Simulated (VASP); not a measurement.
HfB:

```
CELL_PARAMETERS angstrom
0.00000 2.47000 2.47000
2.47000 0.00000 2.47000
2.47000 2.47000 0.00000
ATOMIC_POSITIONS crystal
Hf 0.00000 0.00000 0.00000
B 0.25000 0.25000 0.25000
```

```yaml
Program: VASP 6.6.1
Task: relaxation of cell and atoms
Functional: LDA
Potentials_or_basis: VASP PAW LDA potentials, release 64 (Hf_pv, B)
Cutoff: 500 eV
k_mesh: 7 × 7 × 7
Occupations: methfessel-paxton, width 0.1 eV
Spin: no spin polarisation
```

At the start: pressure 17.6 GPa; volume 15.07 Å³/atom.

Q: How do energy, volume and symmetry change on relaxing?

A: Over 4 steps the energy falls by 97.5 meV/atom and the volume is 17.00 Å³/atom (+12.8 %); space group F-43m (No. 216, to 0.1 Å) before and after.

Step by step:
| step | energy change (eV) | largest force (eV/Å) | pressure (GPa) | volume (Å³) |
| --- | --- | --- | --- | --- |
| 1 | 0.0000 | 0.0000 | 17.64 | 30.14 |
| 2 | -0.0548 | 0.0000 | -10.46 | 37.97 |
| 3 | -0.1950 | 0.0000 | -0.19 | 34.08 |
| 4 | -0.1950 | 0.0000 | 0.08 | 34.00 |

Final structure:
```
Hf B
1.0
     0.00000    2.57132    2.57132
     2.57132    0.00000    2.57132
     2.57132    2.57132    0.00000
Hf B
1 1
Direct
  0.00000 0.00000 0.00000
  0.25000 0.25000 0.25000
```
